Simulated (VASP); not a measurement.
# La2Zr2O (P-3m1) in VASP: a series of runs

Runs on La2Zr2O. Level: PBE. Tasks: single point, relaxation of cell and atoms.

Program: VASP 6.6.1. These are calculated values, not measurements. Logs are shortened: lines on timing, memory, paths and dates and some standing lists are left out, and cuts for length are marked.

## 1. The cell of the first run

Symmetry: P-3m1, No. 164, trigonal system. The conventional cell has a = 3.415 Å, b = 3.415 Å, c = 11.721 Å, α = 90.00°, β = 90.00°, γ = 120.00°. La (site symmetry 3m) has 9 La at 3.41 to 3.95 Å and 3 Zr at 3.54 Å within 4.5 Å. Within 3.1 Å of Zr (site symmetry 3m) lie 3 O at 2.31 Å. O (site symmetry -3m) has 6 Zr at 2.31 Å within 3.1 Å.

## 2. Single point, PBE

Contents of INCAR:

```
  PREC = Accurate
  ENCUT = 520
  EDIFF = 1E-7
  ISMEAR = 0
  SIGMA = 0.1
  LREAL = F
  LASPH = T
  NELM = 100
  ALGO = Normal
  ISIF = 2
  LWAVE = F
  LCHARG = F
  GGA = PE
  NBANDS = 34
```

Contents of KPOINTS:

```
regular mesh
0
Gamma
  12 12 4
```

Contents of POSCAR:

```
La2Zr2O
1.0
    3.4145303899      0.0000000000      0.0000000000
   -1.7072651950      2.9570700596      0.0000000000
    0.0000000000      0.0000000000     11.7212426499
La Zr O
2 2 1
Direct
    0.6666666667      0.3333333333      0.6459673500
    0.3333333333      0.6666666667      0.3540326500
    0.6666666667      0.3333333333      0.1030553411
    0.3333333333      0.6666666667      0.8969446589
    0.0000000000      0.0000000000      0.0000000000
```

Potentials or basis: VASP PAW PBE potentials, release 64 (La, Zr_sv, O).

Started as:

```
$ cat potpaw_PBE.64/La/POTCAR potpaw_PBE.64/Zr_sv/POTCAR potpaw_PBE.64/O/POTCAR > POTCAR
$ mpirun -np 1 vasp_std > vasp.out
```

OUTCAR:

```text
PREC = Accurate
   ENCUT = 520
   EDIFF = 1E-7
   ISMEAR = 0
   LREAL = F
   LASPH = T
   NELM = 100
   ISIF = 2
   GGA = PE

 ion  position               nearest neighbor table
   1  0.667  0.333  0.646-   4 3.54   4 3.54   4 3.54
   2  0.333  0.667  0.354-   3 3.54   3 3.54   3 3.54
   3  0.667  0.333  0.103-   5 2.31   5 2.31   5 2.31   4 3.12   4 3.12   4 3.12   2 3.54   2 3.54
                             2 3.54
   4  0.333  0.667  0.897-   5 2.31   5 2.31   5 2.31   3 3.12   3 3.12   3 3.12   1 3.54   1 3.54
                             1 3.54
   5  0.000  0.000  0.000-   3 2.31   4 2.31   4 2.31   3 2.31   3 2.31   4 2.31

  LATTYP: Found a hexagonal cell.
 ALAT       =     3.4145303899
 C/A-ratio  =     3.4327539402

  Lattice vectors:

 A1 = (   3.4145303899,   0.0000000000,   0.0000000000)
 A2 = (  -1.7072651950,   2.9570700596,   0.0000000000)
 A3 = (   0.0000000000,   0.0000000000,  11.7212426499)

Analysis of symmetry for initial positions (statically):
=====================================================================
 Subroutine PRICEL returns:
 Original cell was already a primitive cell.

 Routine SETGRP: Setting up the symmetry group for a
 hexagonal supercell.

 Subroutine GETGRP returns: Found 12 space group operations
 (whereof 12 operations were pure point group operations)
 out of a pool of 24 trial point group operations.

The static configuration has the point symmetry D_3d.

Analysis of symmetry for dynamics (positions and initial velocities):
=====================================================================
 Subroutine PRICEL returns:
 Original cell was already a primitive cell.

 Routine SETGRP: Setting up the symmetry group for a
 hexagonal supercell.

 Subroutine GETGRP returns: Found 12 space group operations
 (whereof 12 operations were pure point group operations)
 out of a pool of 24 trial point group operations.

The dynamic configuration has the point symmetry D_3d.

 Subroutine INISYM returns: Found 12 space group operations
 (whereof 12 operations are pure point group operations),
 and found     1 'primitive' translations

----------------------------------------------------------------------------------------

                                     Primitive cell

  volume of cell :     118.3495

  direct lattice vectors                    reciprocal lattice vectors
     3.414530390  0.000000000  0.000000000     0.292866042  0.169086288  0.000000000
    -1.707265195  2.957070060  0.000000000     0.000000000  0.338172576  0.000000000
     0.000000000  0.000000000 11.721242650     0.000000000  0.000000000  0.085315186

  length of vectors
     3.414530390  3.414530390 11.721242650     0.338172576  0.338172576  0.085315186

  position of ions in fractional coordinates (direct lattice)
     0.666666667  0.333333333  0.645967350
     0.333333333  0.666666667  0.354032650
     0.666666667  0.333333333  0.103055341
     0.333333333  0.666666667  0.896944659
     0.000000000  0.000000000  0.000000000

  ion indices of the primitive-cell ions
   primitive index   ion index
                 1           1
                 2           2
                 3           3
                 4           4
                 5           5

----------------------------------------------------------------------------------------

 KPOINTS: regular mesh

Automatic generation of k-mesh.
 Grid dimensions read from file:
 generate k-points for:   12   12    4

 Generating k-lattice:

  Cartesian coordinates                     Fractional coordinates (reciprocal lattice)
     0.024405503  0.014090524  0.000000000     0.083333333 -0.000000000  0.000000000
     0.000000000  0.028181048  0.000000000     0.000000000  0.083333333  0.000000000
     0.000000000  0.000000000  0.021328797     0.000000000  0.000000000  0.250000000

  Length of vectors
     0.028181048  0.028181048  0.021328797

  Shift w.r.t. Gamma in fractional coordinates (k-lattice)
     0.000000000  0.000000000  0.000000000

 Subroutine IBZKPT returns following result:
 ===========================================

 Found     69 irreducible k-points:

 Following reciprocal coordinates:
            Coordinates               Weight
  0.000000  0.000000  0.000000      1.000000
  0.083333 -0.000000  0.000000      6.000000
  0.166667 -0.000000  0.000000      6.000000
  0.250000 -0.000000  0.000000      6.000000
  0.333333  0.000000  0.000000      6.000000
  0.416667 -0.000000  0.000000      6.000000
[... 16 lines left out ...]
  0.166667 -0.000000  0.250000      6.000000
  0.000000  0.166667  0.250000      6.000000
 [... further k-points ...]
   k-points           NKPTS =     69   k-points in BZ     NKDIM =     69   number of bands    NBANDS=     34
   number of dos      NEDOS =    301   number of ions     NIONS =      5
   total plane-waves  NPLWV =  70560
   dimension x,y,z NGX =    28 NGY =   28 NGZ =   90
   dimension x,y,z NGXF=    56 NGYF=   56 NGZF=  180
[... 43 lines left out ...]
   LRPA    =     F    only Hartree local field effects (RPA)
 non-spin polarized calculation
 Gauss-broadening in eV      SIGMA  =   0.10
  energy-cutoff  :      520.00
  volume of cell :      118.35
 maximum number of plane-waves:      3212
 NGX is ok and might be reduce to    28
   NGX = 13   NGY = 13   NGZ = 43

 number of electron      51.9999996 magnetization

 Free energy of the ion-electron system (eV)
  ---------------------------------------------------
  ext. energy  EPLUGINS =         0.00000000
  ---------------------------------------------------
  free energy    TOTEN  =       -36.10701556 eV

  energy without entropy =      -36.07599333  energy(sigma->0) =      -36.09150444

 E-fermi :   9.0111     XC(G=0): -10.5859

 val. band max:        9.0024419681   @ k =   0.1667   0.1667   0.5000
 cond. band min:       9.0159032825   @ k =   0.3333   0.2500   0.5000
 fundamental gap:      0.0134613144
 Fermi energy:         9.0111056872

 k-point     1 :       0.0000    0.0000    0.0000
  band No.  band energies     occupation
      1     -40.4303      2.00000
      2     -40.3213      2.00000
      3     -23.5502      2.00000
      4     -23.4954      2.00000
      5     -18.9338      2.00000
      6     -18.2369      2.00000
[... 26 lines left out ...]
     33      10.6935      0.00000
     34      10.8881      0.00000

 k-point     2 :       0.0833   -0.0000    0.0000
  band No.  band energies     occupation
      1     -40.4255      2.00000
      2     -40.3199      2.00000
      3     -23.5263      2.00000
      4     -23.4730      2.00000
      5     -18.9257      2.00000
      6     -18.2895      2.00000
[... 26 lines left out ...]
     33      10.6522      0.00000
     34      10.9818      0.00000

 k-point     3 :       0.1667   -0.0000    0.0000
  band No.  band energies     occupation
      1     -40.4121      2.00000
      2     -40.3162      2.00000
      3     -23.4599      2.00000
      4     -23.4110      2.00000
      5     -18.9070      2.00000
      6     -18.4005      2.00000
[... 26 lines left out ...]
     33      10.7114      0.00000
     34      11.1085      0.00000

 k-point     4 :       0.2500   -0.0000    0.0000
  band No.  band energies     occupation
      1     -40.3929      2.00000
      2     -40.3122      2.00000
      3     -23.3665      2.00000
      4     -23.3247      2.00000
      5     -18.8949      2.00000
      6     -18.5346      2.00000
[... 26 lines left out ...]
     33      11.0735      0.00000
     34      11.1234      0.00000

 k-point     5 :       0.3333    0.0000    0.0000
  band No.  band energies     occupation
      1     -40.3720      2.00000
      2     -40.3098      2.00000
      3     -23.2693      2.00000
      4     -23.2369      2.00000
      5     -18.9115      2.00000
      6     -18.6494      2.00000
[... 621 lines left out ...]
 k-point    22 :       0.0000    0.0833    0.2500
  band No.  band energies     occupation
      1     -40.4255      2.00000
      2     -40.3199      2.00000
      3     -23.5263      2.00000
      4     -23.4730      2.00000
      5     -18.9257      2.00000
      6     -18.2895      2.00000
[... 26 lines left out ...]
     33      10.6843      0.00000
     34      11.0223      0.00000

 k-point    23 :       0.1667   -0.0000    0.2500
  band No.  band energies     occupation
      1     -40.4121      2.00000
      2     -40.3162      2.00000
      3     -23.4599      2.00000
      4     -23.4110      2.00000
      5     -18.9070      2.00000
      6     -18.4005      2.00000
[... 26 lines left out ...]
     33      10.7139      0.00000
     34      11.1232      0.00000

 k-point    24 :       0.0000    0.1667    0.2500
  band No.  band energies     occupation
      1     -40.4121      2.00000
      2     -40.3162      2.00000
      3     -23.4599      2.00000
      4     -23.4110      2.00000
      5     -18.9070      2.00000
      6     -18.4005      2.00000
[... 26 lines left out ...]
     33      10.7132      0.00000
     34      11.1424      0.00000

 [... further k-points ...]
[... 5 lines left out ...]
  --------------------------------------------------------------------------------------
  -------------------------------------------------------------------------------------
  Total        0.0590678      0.0590678      0.0982493     -0.0000000     -0.0000000     -0.0000000
  in kB        0.7996410      0.7996410      1.3300677     -0.0000000     -0.0000000     -0.0000000
  external PRESSURE =       0.9764499 kB  Pullay stress =       0.0000000 kB

 VOLUME and BASIS-vectors are now :
 -----------------------------------------------------------------------------
  energy-cutoff  :      520.00
  volume of cell :      118.35
      direct lattice vectors                 reciprocal lattice vectors
     3.414530390  0.000000000  0.000000000     0.292866042  0.169086288  0.000000000
    -1.707265195  2.957070060  0.000000000     0.000000000  0.338172576  0.000000000
     0.000000000  0.000000000 11.721242650     0.000000000  0.000000000  0.085315186

 POSITION                                       TOTAL-FORCE (eV/Angst)
 -----------------------------------------------------------------------------------
      1.70727      0.98569      7.57154        -0.000000      0.000000      0.003937
     -0.00000      1.97138      4.14970        -0.000000      0.000000     -0.003937
      1.70727      0.98569      1.20794        -0.000000      0.000000      0.027443
     -0.00000      1.97138     10.51331         0.000000     -0.000000     -0.027443
      0.00000      0.00000      0.00000        -0.000000      0.000000      0.000000
 -----------------------------------------------------------------------------------
    total drift:                                0.000000     -0.000000     -0.000000

  FREE ENERGIE OF THE ION-ELECTRON SYSTEM (eV)
  ---------------------------------------------------
  free  energy   TOTEN  =       -36.1070155594 eV

  energy  without entropy=      -36.0759933275  energy(sigma->0) =      -36.09150444
```

Run time: 4.4 min. Hardware: 1 thread of Intel Xeon 6975P-C (Granite Rapids), shared host; peak memory 0.44 GiB.

Results:

```
Free energy            : -36.1070 eV
Pressure               : 0.1 GPa
Largest force          : 0.027 eV/Å
Band gap on the k mesh : zero (band 26 reaches 9.27 eV, above the bottom of band 27 at 8.75 eV)
```

Forces in eV/Å, atoms in the order of the input:
```
La   0.000  0.000  0.004
La   0.000  0.000 -0.004
Zr   0.000  0.000  0.027
Zr   0.000  0.000 -0.027
O    0.000  0.000  0.000
```

Levels at points of the mesh, in eV from the Fermi level:
| k point | band 22 | band 23 | band 24 | band 25 | band 26 | band 27 | band 28 | band 29 | band 30 | band 31 |
| --- | --- | --- | --- | --- | --- | --- | --- | --- | --- | --- |
| (0.00, 0.00, 0.00) | -1.74 | -1.39 | -0.56 | 0.13 | 0.13 | 0.46 | 0.55 | 0.64 | 1.59 | 1.62 |
| (0.50, 0.00, 0.00) | -1.80 | -1.65 | -1.20 | -0.98 | -0.46 | -0.10 | 1.13 | 1.39 | 1.79 | 1.98 |
| (0.00, 0.00, 0.50) | -2.58 | -1.34 | -0.47 | 0.13 | 0.13 | 0.56 | 0.63 | 0.90 | 1.59 | 1.60 |
| (0.50, 0.00, 0.50) | -1.81 | -1.53 | -1.37 | -0.97 | -0.26 | 0.06 | 0.63 | 1.47 | 1.61 | 1.83 |

Caveat: spin-orbit coupling is left out, which moves the levels of the heavy elements.

## 3. Relaxation of cell and atoms, PBE

This run uses another cell than the first one, of 23.58 Å³/atom, 0.996 times its volume.

Contents of INCAR:

```
SYSTEM = La2Zr2O
PREC = Accurate
ENCUT = 600
EDIFF = 1E-6
ISMEAR = 0
SIGMA = 0.1
LREAL = .False.
LASPH = .True.
NELM = 100
ALGO = Normal
ISIF = 3
LWAVE = .False.
LCHARG = .False.
GGA = PE
IBRION = 2
NSW = 100
EDIFFG = -0.01
```

Contents of KPOINTS:

```
regular mesh
0
Gamma
  12 12 4
  0 0 0
```

Contents of POSCAR:

```
La2Zr2O
1.0
    3.4223746595      0.0000000000      0.0000000000
   -1.7111873298      2.9638633964      0.0000000000
    0.0000000000      0.0000000000     11.6211684052
La Zr O
2 2 1
Direct
    0.6666666667      0.3333333333      0.6444316745
    0.3333333333      0.6666666667      0.3555683255
    0.6666666667      0.3333333333      0.1046217440
    0.3333333333      0.6666666667      0.8953782560
    0.0000000000      0.0000000000      0.0000000000
```

Potentials or basis: VASP PAW PBE potentials, release 64 (La, Zr_sv, O).

Started as:

```
$ cat potpaw_PBE.64/La/POTCAR potpaw_PBE.64/Zr_sv/POTCAR potpaw_PBE.64/O/POTCAR > POTCAR
$ mpirun -np 1 vasp_std > vasp.out
```

Run time: 23 min. Hardware: 1 thread of Intel Xeon 6975P-C (Granite Rapids), shared host; peak memory 0.54 GiB.

The run converged. Its results:

```
Free energy                            : -36.1107 eV
Relaxed volume                         : 23.69 Å³/atom
Relaxed cell                           : a = 3.416 Å, b = 3.416 Å, c = 11.723 Å, α = 90.00°, β = 90.00°, γ = 120.00°
Space group after relaxing (to 0.05 Å) : P-3m1 (No. 164)
Energy gained by relaxing              : 0.7 meV/atom
Ionic steps                            : 14
Pressure after relaxing                : 0.0 GPa
Largest force after relaxing           : 0.005 eV/Å
Band gap on the k mesh                 : zero (band 26 reaches 9.26 eV, above the bottom of band 27 at 8.74 eV)
```

Forces in eV/Å, atoms in the order of the input:
```
La   0.000  0.000  0.005
La   0.000  0.000 -0.005
Zr   0.000  0.000 -0.004
Zr   0.000  0.000  0.004
O    0.000  0.000  0.000
```

Step by step:
```
step  energy change (eV)  largest force (eV/Å)  pressure (GPa)  volume (Å³)
   1              0.0000                0.0769           -0.18       117.88
   2             -0.0017                0.0303            0.22       117.43
   3             -0.0017                0.0308            0.24       117.39
   4             -0.0024                0.0438            0.04       117.84
   5             -0.0025                0.0477            0.02       117.95
   6             -0.0024                0.0537           -0.12       118.17
   7             -0.0025                0.0506           -0.05       118.02
   8             -0.0030                0.0395           -0.03       118.18
   9             -0.0034                0.0180           -0.02       118.52
  10             -0.0034                0.0221           -0.04       118.48
  11             -0.0035                0.0150            0.05       118.31
  12             -0.0035                0.0137            0.06       118.33
  13             -0.0035                0.0149            0.04       118.35
  14             -0.0035                0.0049           -0.04       118.46
```

Final structure:
```
CELL_PARAMETERS angstrom
3.41575 0.00000 0.00000
-1.70787 2.95813 0.00000
0.00000 0.00000 11.72347
ATOMIC_POSITIONS crystal
La 0.66667 0.33333 0.64593
La 0.33333 0.66667 0.35407
Zr 0.66667 0.33333 0.10330
Zr 0.33333 0.66667 0.89670
O 0.00000 0.00000 0.00000
```

Levels at points of the mesh, in eV from the Fermi level:
```tsv
k point	band 24	band 25	band 26	band 27	band 28	band 29
(0.00, 0.00, 0.00)	-0.56	0.14	0.14	0.46	0.55	0.63
(0.50, 0.00, 0.00)	-1.19	-0.98	-0.46	-0.10	1.12	1.39
(0.00, 0.00, 0.50)	-0.47	0.14	0.14	0.55	0.64	0.90
(0.50, 0.00, 0.50)	-1.37	-0.97	-0.26	0.06	0.63	1.47
```

Caveat: spin-orbit coupling is left out, which moves the levels of the heavy elements.

## 4. Single point, PBE

This run uses another cell than the first one, of 23.82 Å³/atom, 1.006 times its volume.

Contents of INCAR:

```
SYSTEM = La2Zr2O
PREC = Accurate
ENCUT = 520
EDIFF = 1E-7
ISMEAR = 0
SIGMA = 0.1
LREAL = .False.
LASPH = .True.
NELM = 100
ALGO = Normal
ISIF = 2
LWAVE = .False.
LCHARG = .False.
GGA = PE
NBANDS = 34
```

Contents of KPOINTS:

```
Automatic mesh
0
Gamma
  6 6 4
  0 0 0
```

Contents of POSCAR:

```
La2Zr2O
1.0
    4.3342543300      0.0000000000      0.0000000000
   -2.1671271700      3.7535743600      0.0000000000
    0.0000000000      0.0000000000      7.3193291500
La Zr O
2 2 1
Direct
    0.6666666700      0.3333333300      0.6328406300
    0.3333333300      0.6666666700      0.3671593700
    0.6666666700      0.3333333300      0.2653887900
    0.3333333300      0.6666666700      0.7346112100
    0.0000000000      0.0000000000      0.0000000000
```

Started as:

```
$ cat potpaw_PBE.64/La/POTCAR potpaw_PBE.64/Zr_sv/POTCAR potpaw_PBE.64/O/POTCAR > POTCAR
$ mpirun -np 1 vasp_std > vasp.out
```

Run time: 67 s. Hardware: 1 thread of Intel Xeon 6975P-C (Granite Rapids), shared host; peak memory 0.28 GiB.

Results (log left out):

- Free energy: -24.2538 eV
- Pressure: 6.4 GPa
- Largest force: 6.322 eV/Å
- Band gap on the k mesh: zero (band 26 reaches 8.11 eV, above the bottom of band 27 at 7.77 eV)

Forces in eV/Å, atoms in the order of the input:
```
La   0.000  0.000 -0.355
La   0.000  0.000  0.355
Zr   0.000  0.000 -6.322
Zr   0.000  0.000  6.322
O    0.000  0.000  0.000
```

Stress tensor (GPa, compression positive):
```
 4.33  0.00  0.00
 0.00  4.33  0.00
 0.00  0.00 10.43
```

Levels at points of the mesh, in eV from the Fermi level:
```
           k point  band 24  band 25  band 26  band 27  band 28  band 29
(0.00, 0.00, 0.00)    -1.09    -1.09    -0.36    -0.22     0.80     1.38
(0.50, 0.00, 0.00)    -0.75    -0.54    -0.02     0.09     0.13     0.17
(0.00, 0.00, 0.50)    -1.19    -0.59    -0.29    -0.02     0.97     1.04
(0.50, 0.00, 0.50)    -0.61    -0.34    -0.21    -0.04    -0.02     0.44
```

Caveat: spin-orbit coupling is left out, which moves the levels of the heavy elements; forces of over 1 eV/Å act on the atoms, so gaps and moduli don't describe the material at rest.

## 5. The runs side by side

| task | cell | k mesh | cutoff (eV) | gap on the mesh (eV) | pressure (GPa) | largest force (eV/Å) |
| --- | --- | --- | --- | --- | --- | --- |
| single point | a = 3.415, b = 3.415, c = 11.721 Å, angles 90.0, 90.0, 120.0°, 5 atoms | 12 × 12 × 4 | 520 | none | 0.1 | 0.03 |
| relaxation of cell and atoms | relaxed from a = 3.422, b = 3.422, c = 11.621 Å, angles 90.0, 90.0, 120.0°, 5 atoms | 12 × 12 × 4 | 600 | none | 0.0 | - |
| single point | a = 4.334, b = 4.334, c = 7.319 Å, angles 90.0, 90.0, 120.0°, 5 atoms | 6 × 6 × 4 | 520 | none | 6.4 | 6.32 |

Alike in all rows: level PBE; potentials or basis VASP PAW PBE potentials, release 64 (La, Zr_sv, O); no spin polarisation; smearing gaussian 0.1 eV.

Caveats: spin-orbit coupling is left out, which moves the levels of the heavy elements; forces of over 1 eV/Å act on the atoms, so gaps and moduli don't describe the material at rest (some runs).

Absolute energies hang on the potentials; compare differences alone.
